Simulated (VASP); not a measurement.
Write the native input for VASP 6.6.1 that does the following.

* Task: single point
* Functional: PBE
* Potentials or basis: VASP PAW PBE potentials, release 64 (Te, Mo_sv)
* Cutoff: 520 eV
* k mesh: 9 × 9 × 2
* Occupations: fermi-dirac, width 0.05 eV
* Spin: no spin polarisation
* Dipole correction: no
* Further INCAR settings: ALGO = Normal; EDIFF = 1e-07; NBANDS = 35

The structure of Te2Mo lies in POSCAR:

```
Te2Mo
1.0
    3.5603917377      0.0000000000      0.0000000000
   -1.7801958688      3.0833896922      0.0000000000
    0.0000000000      0.0000000000     24.8112624000
Te Mo
4 2
Direct
    0.3333333333      0.6666666667      0.2236394800
    0.6666666667      0.3333333333      0.9206288600
    0.6666666667      0.3333333333      0.7763605200
    0.3333333333      0.6666666667      0.0793711400
    0.6666666667      0.3333333333      0.1515414900
    0.3333333333      0.6666666667      0.8484585100
```

The input as run:

INCAR

```
SYSTEM = Te2Mo
PREC = Accurate
ENCUT = 520
EDIFF = 1E-7
ISMEAR = -1
SIGMA = 0.05
LREAL = .FALSE.
LASPH = .TRUE.
NELM = 80
ALGO = Normal
ISIF = 2
LWAVE = .FALSE.
LCHARG = .FALSE.
GGA = PE
NBANDS = 35
```

KPOINTS

```
Automatic mesh
0
G
  9 9 2
  0 0 0
```

Potentials or basis: VASP PAW PBE potentials, release 64 (Te, Mo_sv).

Command:

```sh
$ cat potpaw_PBE.64/Te/POTCAR potpaw_PBE.64/Mo_sv/POTCAR > POTCAR
$ mpirun -np 1 vasp_std > vasp.out
```

Results of the run:

```
Largest force          : 0.242 eV/Å
Band gap on the k mesh : 1.02 eV
```

Caveat: there is no dipole correction, which matters where the two faces differ; spin-orbit coupling is left out, which moves the levels of the heavy elements.

Wall time 9.5 min on 1 thread of AMD EPYC 7R13 (shared host), peak memory 0.46 GiB.
